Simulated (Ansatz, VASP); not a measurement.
**RuS2 in VASP and in Ansatz**

The input INCAR:

```
SYSTEM = RuS2
ALGO = Normal ; EDIFF = 1E-6
ENCUT = 520 ; GGA = CA
ISIF = 2 ; ISMEAR = -1
LASPH = .TRUE. ; LCHARG = .TRUE.
LELF = .TRUE. ; LREAL = .FALSE.
LVHAR = .TRUE. ; LWAVE = .FALSE.
NBANDS = 64 ; NELM = 60
PREC = Accurate ; SIGMA = 0.05
```

KPOINTS

```
k-points
0
G
  5 5 5
  0 0 0
```

POSCAR

```
RuS2
1.0
    5.6106000000      0.0000000000      0.0000000000
    0.0000000000      5.6106000000      0.0000000000
    0.0000000000      0.0000000000      5.6106000000
Ru S
4 8
Direct
    0.0000000000      0.5000000000      0.5000000000
    0.5000000000      0.5000000000      0.0000000000
    0.5000000000      0.0000000000      0.5000000000
    0.0000000000      0.0000000000      0.0000000000
    0.3883100000      0.1116900000      0.8883100000
    0.1116900000      0.8883100000      0.3883100000
    0.8883100000      0.3883100000      0.1116900000
    0.6116900000      0.6116900000      0.6116900000
    0.6116900000      0.8883100000      0.1116900000
    0.8883100000      0.1116900000      0.6116900000
    0.1116900000      0.6116900000      0.8883100000
    0.3883100000      0.3883100000      0.3883100000
```

The input input.yaml:

```yaml
crystal:
  lattice:
    - [5.6106, 0.0, 0.0]
    - [0.0, 5.6106, 0.0]
    - [0.0, 0.0, 5.6106]
  atoms:
    - { symbol: Ru, position: [0.0, 0.5, 0.5] }
    - { symbol: Ru, position: [0.5, 0.5, 0.0] }
    - { symbol: Ru, position: [0.5, 0.0, 0.5] }
    - { symbol: Ru, position: [0.0, 0.0, 0.0] }
    - { symbol: S, position: [0.38831, 0.11169, 0.88831] }
    - { symbol: S, position: [0.11169, 0.88831, 0.38831] }
    - { symbol: S, position: [0.88831, 0.38831, 0.11169] }
    - { symbol: S, position: [0.61169, 0.61169, 0.61169] }
    - { symbol: S, position: [0.61169, 0.88831, 0.11169] }
    - { symbol: S, position: [0.88831, 0.11169, 0.61169] }
    - { symbol: S, position: [0.11169, 0.61169, 0.88831] }
    - { symbol: S, position: [0.38831, 0.38831, 0.38831] }
hamiltonian:
  xc: lda
  pseudopotentials: { kind: paw }
kpoints:
  mp_grid: { grid: [5, 5, 5] }
  band_path:
    path:
      - [[0.0, 0.0, 0.0], [0.0, 0.5, 0.0], [0.5, 0.5, 0.0], [0.0, 0.0, 0.0], [0.5, 0.5, 0.5], [0.0, 0.5, 0.0]]
      - [[0.5, 0.5, 0.0], [0.5, 0.5, 0.5]]
    npoints: 10
scf:
  occupations: { method: fermi_dirac, width: 0.05 }
  n_extra_bands: 30
output:
  forces: true
  stress: true
  eigenvalues: true
  fatbands: true
```

Alike in both runs: functional LDA; k mesh 5 × 5 × 5; occupations fermi-dirac, width 0.05 eV; no spin polarisation.

|  | VASP | Ansatz |
| --- | --- | --- |
| version | VASP 6.6.1 | Ansatz 0.2.0 |
| potentials or method | VASP PAW LDA potentials, release 64 (Ru_pv, S) | Ansatz PAW |
| plane-wave cutoff (eV) | 520 | 420 |
| valence electrons in the cell | 104 | 112 |
| task | single point | band structure |

```csv
,VASP,Ansatz,Ansatz less VASP
gap on the k mesh at the Fermi level (eV),0.70,0.70,+0.005
least direct gap on the mesh (eV),0.92,0.92,+0.003
pressure (GPa),-6.3,-6.3,-0.03
rms of the force components (eV/Å),0.147,0.171,+0.0238
```

LDA's correlation is that of Perdew and Zunger in VASP and of Perdew and Wang (1992) in Ansatz. Atom by atom the forces differ by 0.024 eV/Å (rms over components). VASP's potentials hold 104 valence electrons a cell and Ansatz's 112, so a difference there can come from the potentials and not from the codes.
